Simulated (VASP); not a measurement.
Wanted: the native input for a VASP 6.6.1 run.

- Task: single point
- Functional: PBEsol
- Potentials or basis: VASP PAW PBE potentials, release 64 (Sr_sv)
- Cutoff: 520 eV
- k mesh: 10 × 10 × 10
- Occupations: gaussian, width 0.03 eV
- Spin: no spin polarisation
- Dipole correction: no
- Further INCAR settings: ALGO = Fast; EDIFF = 1e-06; NBANDS = 11

The structure of Sr lies in POSCAR:

```
Sr
1.0
    0.0152117500      3.0423500000      3.0423500000
    3.0423500000      0.0152117500      3.0423500000
    3.0575617500      3.0575617500      0.0000000000
Sr
1
Direct
    0.0000000000      0.0000000000      0.0000000000
```

This cell differs from its parent crystal: strain +0.0100 x Voigt [0, 0, 0, 0, 0, 1].

These files were run (other wordings do the same):

INCAR

```
SYSTEM = Sr
PREC     = Accurate       ! precision mode
ENCUT    = 520            ! plane-wave cutoff, eV
EDIFF    = 1E-6           ! SCF threshold, eV
ISMEAR   = 0              ! smearing method
SIGMA    = 0.03           ! smearing width, eV
LREAL    = .FALSE.        ! projectors in reciprocal space
LASPH    = .TRUE.         ! aspherical terms in the spheres
NELM     = 100            ! most SCF steps
ALGO     = Fast           ! electronic algorithm
ISIF     = 2              ! what is computed and relaxed
LWAVE    = .FALSE.        ! write WAVECAR
LCHARG   = .FALSE.        ! write CHGCAR
GGA      = PS             ! functional
NBANDS   = 11             ! bands
```

KPOINTS

```
regular mesh
0
G
  10 10 10
  0 0 0
```

Potentials or basis: VASP PAW PBE potentials, release 64 (Sr_sv).

Launch:

```bash
$ cat potpaw_PBE.64/Sr_sv/POTCAR > POTCAR
$ mpirun -np 1 vasp_std > vasp.out
```

It gave:

- Pressure: -0.9 GPa
- Band gap on the k mesh: zero (bands 5 and 6 overlap by 0.07 eV)

Caveat: the cell differs from its parent crystal (strain +0.0100 x Voigt [0, 0, 0, 0, 0, 1]); the PAW data sets were made with another functional, which shifts forces and pressure a little.

Wall time 26 s on 1 thread of Intel(R) Xeon(R) 6975P-C (Granite Rapids), on a shared host, peak memory 0.25 GiB.
